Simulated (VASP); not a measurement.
# TaN (P-6m2) in VASP: further runs

TaN is run at these levels: PBEsol; tasks: relaxation of shape and atoms at fixed volume, single point.

All numbers are computed with VASP 6.6.1; they aren't measurements. Logs are shortened: lines on timing, memory, paths and dates and some standing lists are left out, and cuts for length are marked.

### Step 1. The cell of the first run

The structure is hexagonal, space group P-6m2 (No. 187). The conventional cell has a = 2.796 Å, b = 2.796 Å, c = 2.762 Å, α = 90.00°, β = 90.00°, γ = 120.00°. Within 2.8 Å of Ta (site symmetry -6m2) lie 6 N at 2.12 Å and 8 Ta at 2.76 to 2.80 Å. Within 2.8 Å of N (site symmetry -6m2) lie 6 Ta at 2.12 Å and 8 N at 2.76 to 2.80 Å.

### Step 2. Relaxation of shape and atoms at fixed volume, PBEsol (9.35 Å³/atom)

Contents of INCAR:

```
PREC = Accurate ; ENCUT = 600
EDIFF = 1E-6 ; ISMEAR = 0
SIGMA = 0.1 ; LREAL = F
LASPH = T ; NELM = 60
ALGO = Normal ; ISIF = 4
LWAVE = F ; LCHARG = F
GGA = PS ; IBRION = 2
NSW = 50 ; EDIFFG = -0.01
```

Contents of KPOINTS:

```
regular mesh
0
Gamma
  18 18 14
```

Contents of POSCAR:

```
TaN
1.0
    2.7962150354      0.0000000000      0.0000000000
   -1.3981075177      2.4215932551      0.0000000000
    0.0000000000      0.0000000000      2.7623901219
Ta N
1 1
Direct
    0.3333333333      0.6666666667      0.5000000000
    0.0000000000      0.0000000000      0.0000000000
```

Potentials or basis: VASP PAW PBE potentials, release 64 (Ta_pv, N).

On the command line:

```console
> cat potpaw_PBE.64/Ta_pv/POTCAR potpaw_PBE.64/N/POTCAR > POTCAR
> mpirun -np 1 vasp_std > vasp.out
```

OUTCAR:

```text
PREC = Accurate
   ENCUT = 600
   EDIFF = 1E-6
   ISMEAR = 0
   LREAL = F
   LASPH = T
   NELM = 60
   ISIF = 4
   GGA = PS
   IBRION = 2
   NSW = 50
   EDIFFG = -0.01

 ion  position               nearest neighbor table
   1  0.333  0.667  0.500-   2 2.12   2 2.12   2 2.12   2 2.12   2 2.12   2 2.12
   2  0.000  0.000  0.000-   1 2.12   1 2.12   1 2.12   1 2.12   1 2.12   1 2.12

  LATTYP: Found a hexagonal cell.
 ALAT       =     2.7962150354
 C/A-ratio  =     0.9879033218

  Lattice vectors:

 A1 = (   2.7962150354,   0.0000000000,   0.0000000000)
 A2 = (  -1.3981075177,   2.4215932551,   0.0000000000)
 A3 = (   0.0000000000,   0.0000000000,   2.7623901219)

Analysis of symmetry for initial positions (statically):
=====================================================================
 Subroutine PRICEL returns:
 Original cell was already a primitive cell.

 Routine SETGRP: Setting up the symmetry group for a
 hexagonal supercell.

 Subroutine GETGRP returns: Found 12 space group operations
 (whereof 12 operations were pure point group operations)
 out of a pool of 24 trial point group operations.

The static configuration has the point symmetry D_3h.

Analysis of symmetry for dynamics (positions and initial velocities):
=====================================================================
 Subroutine PRICEL returns:
 Original cell was already a primitive cell.

 Routine SETGRP: Setting up the symmetry group for a
 hexagonal supercell.

 Subroutine GETGRP returns: Found 12 space group operations
 (whereof 12 operations were pure point group operations)
 out of a pool of 24 trial point group operations.

The dynamic configuration has the point symmetry D_3h.

 Subroutine INISYM returns: Found 12 space group operations
 (whereof 12 operations are pure point group operations),
 and found     1 'primitive' translations

----------------------------------------------------------------------------------------

                                     Primitive cell

  volume of cell :      18.7050

  direct lattice vectors                    reciprocal lattice vectors
     2.796215035  0.000000000  0.000000000     0.357626287  0.206475633  0.000000000
    -1.398107518  2.421593255  0.000000000     0.000000000  0.412951266  0.000000000
     0.000000000  0.000000000  2.762390122     0.000000000  0.000000000  0.362005349

  length of vectors
     2.796215035  2.796215035  2.762390122     0.412951266  0.412951266  0.362005349

  position of ions in fractional coordinates (direct lattice)
     0.333333333  0.666666667  0.500000000
     0.000000000  0.000000000  0.000000000

  ion indices of the primitive-cell ions
   primitive index   ion index
                 1           1
                 2           2

----------------------------------------------------------------------------------------

 KPOINTS: regular mesh

Automatic generation of k-mesh.
 Grid dimensions read from file:
 generate k-points for:   18   18   14

 Generating k-lattice:

  Cartesian coordinates                     Fractional coordinates (reciprocal lattice)
     0.019868127  0.011470868  0.000000000     0.055555556  0.000000000  0.000000000
     0.000000000  0.022941737  0.000000000     0.000000000  0.055555556  0.000000000
     0.000000000  0.000000000  0.025857525     0.000000000  0.000000000  0.071428571

  Length of vectors
     0.022941737  0.022941737  0.025857525

  Shift w.r.t. Gamma in fractional coordinates (k-lattice)
     0.000000000  0.000000000  0.000000000

 Subroutine IBZKPT returns following result:
 ===========================================

 Found    296 irreducible k-points:

 Following reciprocal coordinates:
            Coordinates               Weight
  0.000000  0.000000  0.000000      1.000000
  0.055556 -0.000000  0.000000      6.000000
  0.111111 -0.000000  0.000000      6.000000
  0.166667  0.000000  0.000000      6.000000
  0.222222  0.000000  0.000000      6.000000
  0.277778  0.000000  0.000000      6.000000
[... 16 lines left out ...]
  0.333333  0.111111  0.000000     12.000000
  0.388889  0.111111  0.000000     12.000000
 [... further k-points ...]
   k-points           NKPTS =    296   k-points in BZ     NKDIM =    296   number of bands    NBANDS=     12
   number of dos      NEDOS =    301   number of ions     NIONS =      2
   total plane-waves  NPLWV =  13824
   dimension x,y,z NGX =    24 NGY =   24 NGZ =   24
   dimension x,y,z NGXF=    48 NGYF=   48 NGZF=   48
   ions per type =               1   1
   NGX,Y,Z   is equivalent  to a cutoff of  14.27, 14.27, 14.44 a.u.
   NGXF,Y,Z  is equivalent  to a cutoff of  28.54, 28.54, 28.89 a.u.
 SYSTEM =  unknown system
   PREC   = accura    normal or accurate (medium, high low for compatibility)
   ISTART =      0    job   : 0-new  1-cont  2-samecut
   ICHARG =      2    charge: 1-file 2-atom 10-const
   ISPIN  =      1    spin polarized calculation?
   LNONCOLLINEAR =      F non collinear calculations
   LSORBIT =      F    spin-orbit coupling
   LASPH  =      T    aspherical Exc in radial PAW
   ENCUT  =  600.0 eV  44.10 Ry    6.64 a.u.   5.58  5.58  5.52*2*pi/ulx,y,z
   NELM   =     60;   NELMIN=  2; NELMDL= -5     # of ELM steps
   EDIFF  = 0.1E-05   stopping-criterion for ELM
   LREAL  =      F    real-space projection
   EDIFFG = -.1E-01   stopping-criterion for IOM
   NSW    =     50    number of steps for IOM
   IBRION =      2    ionic relax: 0-MD 1-quasi-New 2-CG
   NFREE  =      1    steps in history (QN), initial steepest desc. (CG)
   ISIF   =      4    stress and relaxation
   ISYM   =      2    0-nonsym 1-usesym 2-fastsym
   POTIM  = 0.5000    time-step for ionic-motion
   TEBEG  =    0.0;   TEEND  =   0.0 temperature during run
   PSTRESS=    0.0 pullay stress
   NELECT =      16.0000    total number of electrons
   NUPDOWN=      -1.0000    fix difference up-down
   EMIN   =  10.00;   EMAX   =-10.00  energy-range for DOS
   EFERMI =   0.00;   METHOD = LEGACY
   ISMEAR =     0;   SIGMA  =   0.10  broadening in eV -4-tet -1-fermi 0-gaus
   EFERMI_NEDOS =   21; number of points for ismear=-14 and -15
   IALGO  =     38    algorithm
   IMIX   =      4    mixing-type and parameters
     AMIX     =   0.40;   BMIX     =  1.00
     AMIX_MAG =   1.60;   BMIX_MAG =  1.00
  volume/ion in A,a.u.               =       9.35        63.11
  Fermi-wavevector in a.u.,A,eV,Ry     =   1.554041  2.936712 32.858675  2.415044
  Thomas-Fermi vector in A             =   2.658185
   LORBIT       =      0    0 simple, 1 ext, 2 COOP (PROOUT), +10 PAW based schemes
   GGA     = PS    functional components
   LHFCALC =     F    Hartree Fock is set to
   AEXX    =    0.0000 exact exchange contribution
   IVDW    =     0    specifies the selected vdW correction
   LEPSILON=     F    determine dielectric tensor
   LRPA    =     F    only Hartree local field effects (RPA)
 conjugate gradient relaxation of ions
 non-spin polarized calculation
 Gauss-broadening in eV      SIGMA  =   0.10
  energy-cutoff  :      600.00
  volume of cell :       18.70
 maximum number of plane-waves:       641
 NGX is ok and might be reduce to    24
   NGX = 11   NGY = 11   NGZ = 11

--------------------------------------- Ionic step        1  -------------------------------------------

 number of electron      16.0000002 magnetization

 Free energy of the ion-electron system (eV)
  ---------------------------------------------------
  ext. energy  EPLUGINS =         0.00000000
  ---------------------------------------------------
  free energy    TOTEN  =       -23.35271295 eV

  energy without entropy =      -23.35228731  energy(sigma->0) =      -23.35250013

------------------------ aborting loop because EDIFF is reached ----------------------------------------

  FORCE on cell =-STRESS in cart. coord.  units (eV):
  Direction    XX          YY          ZZ          XY          YZ          ZX
  --------------------------------------------------------------------------------------
  -------------------------------------------------------------------------------------
  Total        7.2133676      7.2133676      7.4786243      0.0000000      0.0000000      0.0000000
  in kB      617.8625433    617.8625433    640.5831648      0.0000000      0.0000000      0.0000000
  external PRESSURE =     625.4360838 kB  Pullay stress =       0.0000000 kB
[... 57 lines left out ...]
  energy  without entropy=      -23.3521242465  energy(sigma->0) =      -23.35231959

--------------------------------------- Ionic step        3  -------------------------------------------

 number of electron      16.0000003 magnetization

 Free energy of the ion-electron system (eV)
  ---------------------------------------------------
  ext. energy  EPLUGINS =         0.00000000
  ---------------------------------------------------
  free energy    TOTEN  =       -23.35295259 eV

  energy without entropy =      -23.35254266  energy(sigma->0) =      -23.35274763

 E-fermi :   9.6044     XC(G=0): -14.2960

 val. band max:        9.5951814230   @ k =   0.0556  -0.0000   0.5000
 cond. band min:       9.6327518921   @ k =   0.0556  -0.0000   0.4286
 fundamental gap:      0.0375704690
 Fermi energy:         9.6044290106

 k-point     1 :       0.0000    0.0000    0.0000
  band No.  band energies     occupation
      1     -24.7740      2.00000
      2     -24.3631      2.00000
      3     -24.3631      2.00000
      4      -9.1881      2.00000
      5       4.4960      2.00000
      6       4.4960      2.00000
      7       4.6672      2.00000
      8       6.5410      2.00000
      9      13.0377      0.00000
     10      13.8746      0.00000
     11      13.8746      0.00000
     12      14.4639      0.00000
[... 331 lines left out ...]
 k-point    24 :       0.3889    0.1111    0.0000
  band No.  band energies     occupation
      1     -25.9903      2.00000
      2     -24.8716      2.00000
      3     -24.5155      2.00000
      4      -6.2113      2.00000
      5       0.7528      2.00000
      6       3.6796      2.00000
      7       4.9254      2.00000
      8       7.0336      2.00000
      9      12.2400      0.00000
     10      13.3781      0.00000
     11      15.2903      0.00000
     12      16.7800      0.00000

 [... further k-points ...]
[... 5 lines left out ...]
  --------------------------------------------------------------------------------------
  -------------------------------------------------------------------------------------
  Total        7.2909175      7.2909175      7.2894601      0.0000000      0.0000000      0.0000000
  in kB      624.5051037    624.5051037    624.3802656      0.0000000      0.0000000      0.0000000
  external PRESSURE =     624.4634910 kB  Pullay stress =       0.0000000 kB
[... 17 lines left out ...]
  FREE ENERGIE OF THE ION-ELECTRON SYSTEM (eV)
  ---------------------------------------------------
  free  energy   TOTEN  =       -23.3529525945 eV

  energy  without entropy=      -23.3525426623  energy(sigma->0) =      -23.35274763

 reached required accuracy - stopping structural energy minimisation
```

It took 76 s on 1 thread of Intel Xeon Platinum 8259CL at 2.50GHz (Skylake/Cascade Lake), shared host; peak memory 0.22 GiB.

What came out:

```
Free energy               : -23.3530 eV
Energy gained by relaxing : 0.1 meV/atom
Ionic steps               : 3
Pressure after relaxing   : 62.4 GPa
Band gap on the k mesh    : zero (bands 8 and 9 overlap by 0.36 eV)
```

The path:
| step | energy change (eV) | largest force (eV/Å) | pressure (GPa) | volume (Å³) |
| --- | --- | --- | --- | --- |
| 1 | 0.0000 | 0.0000 | 62.54 | 18.70 |
| 2 | 0.0002 | 0.0000 | 62.31 | 18.70 |
| 3 | -0.0002 | 0.0000 | 62.45 | 18.70 |

Final structure:
```
Ta N
1.0
     2.79370    0.00000    0.00000
    -1.39685    2.41942    0.00000
     0.00000    0.00000    2.76736
Ta N
1 1
Direct
  0.33333 0.66667 0.50000
  0.00000 0.00000 0.00000
```

Levels at points of the mesh, in eV from the Fermi level:
```
           k point  band 6  band 7  band 8  band 9  band 10  band 11
(0.00, 0.00, 0.00)   -5.11   -4.94   -3.06    3.43     4.27     4.27
(0.50, 0.00, 0.00)   -6.01   -4.12   -3.31    3.56     5.07     6.03
(0.00, 0.00, 0.50)   -4.15   -4.15   -0.14   -0.14     2.76     3.83
(0.50, 0.00, 0.50)   -6.70   -6.45    0.03    5.27     6.65     7.39
```

Caveat: the PAW data sets were made with another functional, which shifts forces and pressure a little; spin-orbit coupling is left out, which moves the levels of the heavy elements.

### Step 3. Relaxation of shape and atoms at fixed volume, PBEsol (9.67 Å³/atom)

This run uses another cell than the first one, of 9.67 Å³/atom.

Contents of INCAR:

```
SYSTEM = TaN
  PREC = Accurate
  ENCUT = 600
  EDIFF = 1E-6
  ISMEAR = 0
  SIGMA = 0.1
  LREAL = .False.
  LASPH = .True.
  NELM = 80
  ALGO = Normal
  ISIF = 4
  LWAVE = .False.
  LCHARG = .False.
  GGA = PS
  IBRION = 2
  NSW = 50
  EDIFFG = -0.01
```

Contents of KPOINTS:

```
regular mesh
0
Gamma
  18 18 14
  0 0 0
```

Contents of POSCAR:

```
TaN
1.0
    2.8296857328      0.0000000000      0.0000000000
   -1.4148428664      2.4505797293      0.0000000000
    0.0000000000      0.0000000000      2.7893849639
Ta N
1 1
Direct
    0.3333333333      0.6666666667      0.5000000000
    0.0000000000      0.0000000000      0.0000000000
```

Potentials or basis: VASP PAW PBE potentials, release 64 (Ta_pv, N).

On the command line:

```console
> cat potpaw_PBE.64/Ta_pv/POTCAR potpaw_PBE.64/N/POTCAR > POTCAR
> mpirun -np 1 vasp_std > vasp.out
```

It took 81 s on 1 thread of Intel Xeon Platinum 8259CL at 2.50GHz (Skylake/Cascade Lake), shared host; peak memory 0.22 GiB.

Results (log left out):

```yaml
Free_energy: -23.5631 eV
Energy_gained_by_relaxing: 0.1 meV/atom
Ionic_steps: 3
Pressure_after_relaxing: 43.1 GPa
Band_gap_on_the_k_mesh: zero (bands 8 and 9 overlap by 0.35 eV)
```

Step by step:
```csv
step,energy change (eV),largest force (eV/Å),pressure (GPa),volume (Å³)
1,0.0000,0.0000,43.22,19.34
2,0.0001,0.0000,43.01,19.34
3,-0.0002,0.0000,43.13,19.34
```

Final structure:
```
Ta N
1.0
     2.82726    0.00000    0.00000
    -1.41363    2.44848    0.00000
     0.00000    0.00000    2.79417
Ta N
1 1
Direct
  0.33333 0.66667 0.50000
  0.00000 0.00000 0.00000
```

Levels at points of the mesh, in eV from the Fermi level:
```
           k point  band 4  band 5  band 6  band 7  band 8  band 9  band 10  band 11  band 12
(0.00, 0.00, 0.00)  -18.52   -4.95   -4.95   -4.73   -3.01    3.16     4.13     4.13     4.67
(0.50, 0.00, 0.00)  -15.74   -8.86   -5.78   -3.94   -3.26    3.45     4.84     5.86     6.25
(0.00, 0.00, 0.50)  -15.17  -10.01   -4.03   -4.03   -0.11   -0.11     2.71     3.73     3.73
(0.50, 0.00, 0.50)  -16.37   -7.93   -6.56   -6.24   -0.06    5.02     6.35     7.09     8.23
```

Caveat: the PAW data sets were made with another functional, which shifts forces and pressure a little; spin-orbit coupling is left out, which moves the levels of the heavy elements.

(Part 1 of 2 ends here.)

The gap in the log of VASP goes by the Fermi energy; the results here count the filled bands.